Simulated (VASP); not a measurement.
## Si4O7 (a cell with a defect): single point with LDA

Crystal: Si4O7 (a cell with a defect).

```xyz
11
Lattice="0.0000 4.1549 -2.6614 0.0000 -4.1549 -2.6614 -4.1549 0.0000 2.6614" Properties=species:S:1:pos:R:3 pbc="T T T"
Si   -2.0774   -2.0774   -1.3307
Si   -2.0774    2.0774   -1.3307
Si   -4.1549    0.0000    2.6614
Si   -4.1549    0.0000    0.0000
O    -1.2696    2.8853   -2.6614
O    -3.3470   -0.8079   -1.3307
O    -3.3470   -0.8079    1.3307
O    -2.8853   -2.8853    0.0000
O    -2.4814    1.6735    0.0000
O    -0.8079    0.8079   -3.9922
O    -0.8079    0.8079   -1.3307
```

This cell differs from its parent crystal: atom 9 moved 0.250 of the way to it and +0.000 Å across, host rigid.

* Program: VASP 6.6.1
* Task: single point
* Functional: LDA
* Potentials or basis: VASP PAW LDA potentials, release 64 (Si, O)
* Cutoff: 520 eV
* k mesh: 6 × 6 × 6
* Occupations: gaussian, width 0.05 eV
* Spin: no spin polarisation
* Dipole correction: no
* Further INCAR settings: ALGO = Normal; EDIFF = 1e-06; NBANDS = 40

* Pressure: 19.9 GPa
* Largest force: 11.878 eV/Å
* Band gap on the k mesh: 1.19 eV

Forces on the atoms (eV/Å):
```
Si   4.296  4.296  8.246
Si   4.296  4.296 -8.246
Si  -0.182 -0.182  0.000
Si  -3.238 -3.238  0.000
O    0.148  0.148  0.000
O    0.818  0.789  0.133
O    0.818  0.789 -0.133
O   -0.134 -0.134  0.000
O   -8.399 -8.399  0.000
O    0.789  0.818  0.133
O    0.789  0.818 -0.133
```

Stress tensor (GPa, compression positive):
```
 7.71 -0.38  0.00
-0.38  7.71  0.00
 0.00  0.00 44.43
```

Levels at points of the mesh, in eV from the valence-band top:
```
           k point  band 25  band 26  band 27  band 28  band 29  band 30  band 31  band 32  band 33  band 34
(0.00, 0.00, 0.00)    -5.62    -5.15    -4.68    -4.07    -2.21     1.44     2.97     3.12     3.73     5.23
(0.50, 0.00, 0.00)    -6.28    -5.61    -5.27    -4.56    -0.31     2.04     2.16     4.45     4.74     5.03
(0.50, 0.00, 0.50)    -6.04    -5.58    -4.81    -4.66    -0.37     1.38     2.13     4.43     5.20     5.89
(0.50, 0.50, 0.00)    -6.01    -5.43    -5.19    -5.05    -0.80     1.39     3.98     4.05     4.69     4.76
(0.50, 0.50, 0.50)    -6.35    -6.23    -6.00    -5.66    -0.03     1.90     2.87     3.19     4.77     5.07
```

It took 7 min on 1 thread of AMD EPYC 7R13, with other jobs on the host, peak memory 0.23 GiB.

Caveat: the cell differs from its parent crystal (atom 9 moved 0.250 of the way to it and +0.000 Å across, host rigid).
